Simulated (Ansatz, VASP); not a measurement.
## Sn: VASP beside Ansatz

Contents of INCAR:

```
SYSTEM = Sn
ALGO = Normal ; EDIFF = 1E-6
ENCUT = 520 ; ISIF = 2
ISMEAR = -1 ; LASPH = .TRUE.
LCHARG = .TRUE. ; LELF = .TRUE.
LREAL = .FALSE. ; LVHAR = .TRUE.
LWAVE = .FALSE. ; NBANDS = 21
NELM = 80 ; PREC = Accurate
SIGMA = 0.05
```

KPOINTS

```
k-points
0
G
  11 11 11
  0 0 0
```

Contents of POSCAR:

```
Sn
1.0
    0.0000000000      3.2456000000      3.2456000000
    3.2456000000      0.0000000000      3.2456000000
    3.2456000000      3.2456000000      0.0000000000
Sn
2
Direct
    0.5000000000      0.5000000000      0.5000000000
    0.7500000000      0.7500000000      0.7500000000
```

Input for Ansatz:

```yaml
crystal:
  lattice:
    - [0.0, 3.2456, 3.2456]
    - [3.2456, 0.0, 3.2456]
    - [3.2456, 3.2456, 0.0]
  atoms:
    - { symbol: Sn, position: [0.5, 0.5, 0.5] }
    - { symbol: Sn, position: [0.75, 0.75, 0.75] }
kpoints:
  mp_grid: { grid: [11, 11, 11] }
  band_path:
    path:
      - [0.0, 0.0, 0.0]
      - [0.5, 0.0, 0.5]
      - [0.625, 0.25, 0.625]
      - [0.375, 0.375, 0.75]
      - [0.0, 0.0, 0.0]
      - [0.5, 0.5, 0.5]
      - [0.5, 0.25, 0.75]
      - [0.5, 0.0, 0.5]
    npoints: 5
scf:
  occupations: { method: fermi_dirac, width: 0.05 }
hamiltonian:
  xc: lda
  pseudopotentials: { kind: all_electron, lapw: { basis_error: 0.001 } }
output:
  forces: true
  stress: true
  eigenvalues: true
```

Alike in both runs: task single point; functional LDA; k mesh 11 × 11 × 11; occupations fermi-dirac, width 0.05 eV; no spin polarisation.

|  | VASP | Ansatz |
| --- | --- | --- |
| version | VASP 6.6.1 | Ansatz 0.2.0 |
| potentials or method | VASP PAW LDA potentials, release 64 (Sn_d), cutoff 520 eV | all-electron LAPW, scalar-relativistic |

```csv
,VASP,Ansatz,Ansatz less VASP
pressure (GPa),-0.3,-0.3,+0.01
```

LDA's correlation is that of Perdew and Zunger in VASP and of Perdew and Wang (1992) in Ansatz. Ansatz ran all-electron here, and VASP with PAW potentials.
